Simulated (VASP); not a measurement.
Wanted: the native input for a VASP 6.6.1 run.

| Quantity | Value |
| --- | --- |
| Task | single point |
| Functional | PBEsol |
| Potentials or basis | VASP PAW PBE potentials, release 64 (Na_pv) |
| Cutoff | 520 eV |
| k mesh | 13 × 13 × 7 |
| Occupations | fermi-dirac, width 0.05 eV |
| Spin | no spin polarisation |
| Dipole correction | no |
| Further INCAR settings | ALGO = Normal; EDIFF = 1e-06; NBANDS = 14 |

The structure of Na lies in POSCAR:

```
Na
1.0
    3.7417183499      0.0000000000      0.0000000000
   -1.8708591750      3.2404231448      0.0000000000
    0.0000000000      0.0000000000      6.1126967421
Na
2
Direct
    0.3333333333      0.6666666667      0.2500000000
    0.6666666667      0.3333333333      0.7500000000
```

This isn't the form of Na at room conditions, which is bcc.

These files were run (other wordings do the same):

INCAR

```
PREC     = Accurate       # precision mode
ENCUT    = 520            # plane-wave cutoff, eV
EDIFF    = 1E-6           # SCF threshold, eV
ISMEAR   = -1             # smearing method
SIGMA    = 0.05           # smearing width, eV
LREAL    = False          # projectors in reciprocal space
LASPH    = True           # aspherical terms in the spheres
NELM     = 100            # most SCF steps
ALGO     = Normal         # electronic algorithm
ISIF     = 2              # what is computed and relaxed
LWAVE    = False          # write WAVECAR
LCHARG   = False          # write CHGCAR
GGA      = PS             # functional
NBANDS   = 14             # bands
```

KPOINTS

```
regular mesh
0
Gamma
  13 13 7
```

Potentials or basis: VASP PAW PBE potentials, release 64 (Na_pv).

The run is started by

```console
$ cat potpaw_PBE.64/Na_pv/POTCAR > POTCAR
$ mpirun -np 1 vasp_std > vasp.out
```

It gave:

```json
{"Pressure": "-0.1 GPa", "Band gap on the k mesh": "zero (bands 7 and 8 overlap by 3.37 eV)"}
```

Caveat: the PAW data sets were made with another functional, which shifts forces and pressure a little.

It took 24 s on 1 thread of Intel(R) Xeon(R) 6975P-C (Granite Rapids), on a shared host, peak memory 0.21 GiB.
